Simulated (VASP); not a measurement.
A run of VASP 6.6.1 is set up as follows.

File POSCAR:

```
CeO2
1.0
    0.0000000000      2.7116773003      2.7116773003
    2.7116773003      0.0000000000      2.7116773003
    2.7116773003      2.7116773003      0.0000000000
Ce O
1 2
Direct
    0.0000000000      0.0000000000      0.0000000000
    0.2500000000      0.2500000000      0.2500000000
    0.7500000000      0.7500000000      0.7500000000
```

The input INCAR.step1:

```
SYSTEM = CeO2
PREC = Accurate
ENCUT = 520
EDIFF = 1E-5
ISMEAR = -1
SIGMA = 0.05
LREAL = .False.
LASPH = .True.
NELM = 60
ALGO = Normal
ISIF = 2
LWAVE = .True.
LCHARG = .False.
GGA = PE
NBANDS = 19
```

Contents of INCAR.step2:

```
SYSTEM = CeO2
PREC = Accurate
ENCUT = 520
EDIFF = 1E-6
ISMEAR = -1
SIGMA = 0.05
LREAL = .False.
LASPH = .True.
NELM = 60
ALGO = Normal
ISIF = 2
LWAVE = .False.
LCHARG = .False.
GGA = PE
LHFCALC = .True.
HFSCREEN = 0.2079
PRECFOCK = Normal
ISTART = 1
NBANDS = 19
```

KPOINTS

```
regular mesh
0
Gamma
  4 4 4
  0 0 0
```

Potentials or basis: VASP PAW PBE potentials, release 64 (Ce, O).

The run is started by

```sh
$ cat potpaw_PBE.64/Ce/POTCAR potpaw_PBE.64/O/POTCAR > POTCAR
$ cp INCAR.step1 INCAR
$ mpirun -np 1 vasp_std > vasp.out
$ cp INCAR.step2 INCAR
$ mpirun -np 1 vasp_std > vasp.out
```

(1) Estimate the band gap on the k mesh.

(2) Predict the pressure.

## Answers

(1) 3.52 eV (least direct gap 3.69 eV).

(2) -3.2 GPa.

Caveat: the k points lie up to 0.50 Å⁻¹ apart; the PAW data sets were made with another functional, which shifts forces and pressure a little; spin-orbit coupling is left out, which moves the levels of the heavy elements.
